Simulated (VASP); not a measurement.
Here is a VASP 6.6.1 calculation.

The input POSCAR:

```
Si
1.0
   10.8600000000      0.0000000000      0.0000000000
    0.0000000000      5.4300000000      0.0000000000
    0.0000000000      0.0000000000      5.4300000000
Si
15
Direct
    0.0005740000      0.9966860000      0.9921590000
    0.0028620000      0.5036580000      0.5014090000
    0.2539240000      0.0032970000      0.4986950000
    0.1204690000      0.2497770000      0.2512250000
    0.1247400000      0.7467910000      0.7517610000
    0.3744750000      0.2449760000      0.7545420000
    0.3679700000      0.7566100000      0.2540310000
    0.5017240000      0.9954420000      0.9968840000
    0.5043080000      0.4982360000      0.5079880000
    0.7511870000      0.9969860000      0.4993270000
    0.7489650000      0.5033010000      0.0024170000
    0.6236760000      0.2419470000      0.2570220000
    0.6274030000      0.7549770000      0.7402560000
    0.8762100000      0.2501360000      0.7411620000
    0.8705500000      0.7615670000      0.2525200000
```

Contents of INCAR.step1:

```
PREC = Accurate ; ENCUT = 400
EDIFF = 1E-5 ; ISMEAR = -1
SIGMA = 0.01 ; LREAL = F
LASPH = T ; NELM = 120
ALGO = Normal ; ISIF = 2
LWAVE = T ; NBANDS = 43
GGA = PE ; NELECT = 58.0
GGA_COMPAT = F
```

File INCAR.step2:

```
PREC = Accurate ; ENCUT = 400
EDIFF = 1E-6 ; ISMEAR = -1
SIGMA = 0.01 ; LREAL = F
LASPH = T ; NELM = 120
ALGO = Normal ; ISIF = 2
LWAVE = F ; LCHARG = T
GGA = PE ; LHFCALC = T
HFSCREEN = 0.2079 ; PRECFOCK = Fast
LELF = T ; LVHAR = T
NBANDS = 43 ; ISTART = 1
NELECT = 58.0 ; GGA_COMPAT = F
```

KPOINTS

```
regular mesh
0
Gamma
  1 1 1
```

Potentials or basis: VASP PAW PBE potentials, release 64 (Si).

The run is started by

```bash
$ cat potpaw_PBE.64/Si/POTCAR > POTCAR
$ cp INCAR.step1 INCAR
$ mpirun -np 1 vasp_gam > vasp.out
$ cp INCAR.step2 INCAR
$ mpirun -np 1 vasp_gam > vasp.out
```

(1) Estimate the largest force.

Results:

(1) 2.248 eV/Å.

Caveat: the k points lie up to 1.16 Å⁻¹ apart; the cell carries a net charge on a neutralising background, which shifts energy and pressure; the PAW data sets were made with another functional, which shifts forces and pressure a little.
